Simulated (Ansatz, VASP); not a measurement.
**GdH2OF3: VASP beside Ansatz**

INCAR

```
SYSTEM = GdH2OF3
PREC = Accurate
ENCUT = 520
EDIFF = 1E-6
ISMEAR = 0
SIGMA = 0.01
LREAL = .False.
LASPH = .True.
NELM = 150
ALGO = Normal
ISIF = 2
LWAVE = .False.
LCHARG = .True.
ISPIN = 2
MAGMOM = 7 0 0 0 0 0 0
LORBIT = 11
LMAXMIX = 6
LDAU = .True.
LDAUTYPE = 2
LDAUL = 3 -1 -1 -1
LDAUU = 5 0 0 0
LDAUJ = 0 0 0 0
LDAUPRINT = 1
GGA = PE
LELF = .True.
LVHAR = .True.
NBANDS = 36
```

Contents of KPOINTS:

```
regular mesh
0
Gamma
  1 1 1
  0 0 0
```

Contents of POSCAR:

```
GdH2OF3
1.0
   11.7700000000      0.0000000000      0.0000000000
    0.0000000000     12.3600000000      0.0000000000
    0.0000000000      0.0000000000     12.3600000000
Gd F O H
1 3 1 2
Direct
    0.5308955000      0.4503551800      0.5498568000
    0.6178615100      0.5660922300      0.6361343000
    0.4123746800      0.3641383500      0.6360736200
    0.6178615100      0.3640776700      0.4341197400
    0.4118402700      0.5651788000      0.4350323600
    0.3823279500      0.6361343000      0.4526553400
    0.3823279500      0.5475566300      0.3640776700
```

Input for Ansatz:

```yaml
crystal:
  lattice:
    - [11.77, 0.0, 0.0]
    - [0.0, 12.36, 0.0]
    - [0.0, 0.0, 12.36]
  atoms:
    - { symbol: Gd, position: [0.5308955, 0.45035518, 0.5498568], spin: 7.0 }
    - { symbol: F, position: [0.61786151, 0.56609223, 0.6361343] }
    - { symbol: F, position: [0.41237468, 0.36413835, 0.63607362] }
    - { symbol: F, position: [0.61786151, 0.36407767, 0.43411974] }
    - { symbol: O, position: [0.41184027, 0.5651788, 0.43503236] }
    - { symbol: H, position: [0.38232795, 0.6361343, 0.45265534] }
    - { symbol: H, position: [0.38232795, 0.54755663, 0.36407767] }
basis:
  ecutwfc: 420
  ecutrho_ratio: 4
kpoints:
  mp_grid: { grid: [1, 1, 1] }
hamiltonian:
  xc: pbe
  hubbard: { sites: [{ species: Gd, l: f, u_eff: 5.0 }] }
scf:
  occupations: { method: gaussian, width: 0.01 }
output:
  forces: true
  eigenvalues: true
  populations: true
  hubbard: { sites: [{ species: Gd, l: f }] }
magnetization:
  spin_polarized: true
```

Alike in both runs: task single point; functional PBE; k mesh 1 × 1 × 1; occupations gaussian, width 0.01 eV; collinear spin; Hubbard terms Gd f U = 5.0 eV.

|  | VASP | Ansatz |
| --- | --- | --- |
| version | VASP 6.6.1 | Ansatz 0.2.0 |
| potentials or method | VASP PAW PBE potentials, release 64 (Gd, F, O, H), cutoff 520 eV | scalar-relativistic, plane waves, PAW |
| valence electrons in the cell | 47 | 47 |

|  | VASP | Ansatz | Ansatz less VASP |
| --- | --- | --- | --- |
| gap on the k mesh at the Fermi level (eV) | 5.40 | 5.43 | +0.029 |
| rms of the force components (eV/Å) | 0.113 | 0.053 | -0.0600 |
| net moment per atom (μB) | 1.00 | 1.00 | 0.000 |
| size of the moment on the site where the two differ most (μB) | 6.83 | 6.73 | -0.103 |

Site moments also hang on the region over which each program counts them. The programs project onto different local orbitals, so the same U acts differently, and such runs can settle in different states. Atom by atom the forces differ by 0.063 eV/Å (rms over components). Ansatz's warnings: structure snapped to symmetry.

Spin-orbit coupling is off throughout.
